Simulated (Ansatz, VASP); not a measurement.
Two plane-wave programs on SiHgRh

```
Si Hg Rh
1.0
     4.09201    0.00000    0.00000
    -2.04601    3.54379    0.00000
     0.00000    0.00000    4.04063
Si Hg Rh
1 1 1
Cartesian
  0.0000 2.3625 2.0203
  2.0460 1.1813 0.0000
  0.0000 0.0000 2.0203
```

Change from the starting cell: species swapped into the GdCuSi type (P-6m2, No. 187).

Alike in both runs: task relaxation of cell and atoms; functional PBE; k mesh 6 × 6 × 4; occupations gaussian, width 0.1 eV; no spin polarisation.

```csv
,VASP,Ansatz
version,VASP 6.6.1,Ansatz 0.2.0
potentials or method,"VASP PAW PBE potentials, release 64 (Si, Hg, Rh_pv), cutoff 600 eV","scalar-relativistic, plane waves, PAW"
valence electrons in the cell,31,41
```

|  | VASP | Ansatz | Ansatz less VASP |
| --- | --- | --- | --- |
| gap on the k mesh at the Fermi level, each at its own relaxed structure (eV) | none | none | - |
| relaxed volume (Å³/atom) | 17.33 | 17.27 | -0.058 |
| relaxed length of the cell vector where the two differ most in proportion (Å) | 4.084 | 4.077 | -0.0064 |

A gap of «none» marks a metal or a gap that the smearing closes. VASP's potentials hold 31 valence electrons a cell and Ansatz's 41, so a difference there can come from the potentials and not from the codes.

The k mesh is coarse, so the values compare programs but aren't converged. Neither program's run includes spin-orbit coupling.
